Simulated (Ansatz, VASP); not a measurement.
## Al2Ru: VASP beside Ansatz

The input INCAR:

```
SYSTEM = Al2Ru
  PREC = Accurate
  ENCUT = 520
  EDIFF = 1E-6
  ISMEAR = 0
  SIGMA = 0.03
  LREAL = .FALSE.
  LASPH = .TRUE.
  NELM = 60
  ALGO = Normal
  ISIF = 2
  LWAVE = .FALSE.
  LCHARG = .FALSE.
  GGA = CA
  NBANDS = 29
```

File KPOINTS:

```
Automatic mesh
0
G
  10 10 10
  0 0 0
```

POSCAR

```
Al2Ru
1.0
    0.0000000000      3.9698733578      4.3643812124
    2.4105911285      0.0000000000      4.3643812124
    2.4105911285      3.9698733578      0.0000000000
Al Ru
4 2
Direct
    0.0788992938      0.4211007062      0.0788992938
    0.4211007062      0.0788992938      0.4211007062
    0.1711007062      0.8288992938      0.1711007062
    0.8288992938      0.1711007062      0.8288992938
    0.7500000000      0.7500000000      0.7500000000
    0.5000000000      0.5000000000      0.5000000000
```

Input for Ansatz:

```yaml
crystal:
  lattice:
    - [0.0, 3.9698733578, 4.3643812124]
    - [2.4105911285, 0.0, 4.3643812124]
    - [2.4105911285, 3.9698733578, 0.0]
  atoms:
    - { symbol: Al, position: [0.0788992938, 0.4211007062, 0.0788992938] }
    - { symbol: Al, position: [0.4211007062, 0.0788992938, 0.4211007062] }
    - { symbol: Al, position: [0.1711007062, 0.8288992938, 0.1711007062] }
    - { symbol: Al, position: [0.8288992938, 0.1711007062, 0.8288992938] }
    - { symbol: Ru, position: [0.75, 0.75, 0.75] }
    - { symbol: Ru, position: [0.5, 0.5, 0.5] }
basis:
  ecutwfc: 420
kpoints:
  mp_grid: { grid: [10, 10, 10] }
hamiltonian:
  xc: lda
  pseudopotentials: { kind: paw, azcp: { folder: soft_1 } }
scf:
  occupations: { method: gaussian, width: 0.03 }
output:
  forces: true
  stress: true
  eigenvalues: true
```

Change from the starting cell: volume 13.922 Å^3 an atom, stretch along a over the lengths across it, relative to the relaxed cell 1.0306.

Alike in both runs: task single point; functional LDA; k mesh 10 × 10 × 10; occupations gaussian, width 0.03 eV; no spin polarisation.

```csv
,VASP,Ansatz
version,VASP 6.6.1,Ansatz 0.2.0
potentials or method,"VASP PAW LDA potentials, release 64 (Al, Ru_pv), cutoff 520 eV","scalar-relativistic, plane waves, PAW"
valence electrons in the cell,40,44
```

|  | VASP | Ansatz | Ansatz less VASP |
| --- | --- | --- | --- |
| gap on the k mesh at the Fermi level (eV) | 0.21 | 0.21 | +0.002 |
| least direct gap on the mesh (eV) | 1.17 | 1.17 | -0.002 |
| pressure (GPa) | -6.4 | -6.8 | -0.40 |
| traceless stress, the component that is largest in VASP (GPa) | -5.32 | -5.31 | +0.009 |
| rms of the force components (eV/Å) | 0.085 | 0.089 | +0.0035 |

Ansatz warns that its potentials were made for another functional, while VASP's fit it. LDA's correlation is that of Perdew and Zunger in VASP and of Perdew and Wang (1992) in Ansatz. Atom by atom the forces differ by 0.003 eV/Å (rms over components). VASP's potentials hold 40 valence electrons a cell and Ansatz's 44, so a difference there can come from the potentials and not from the codes.
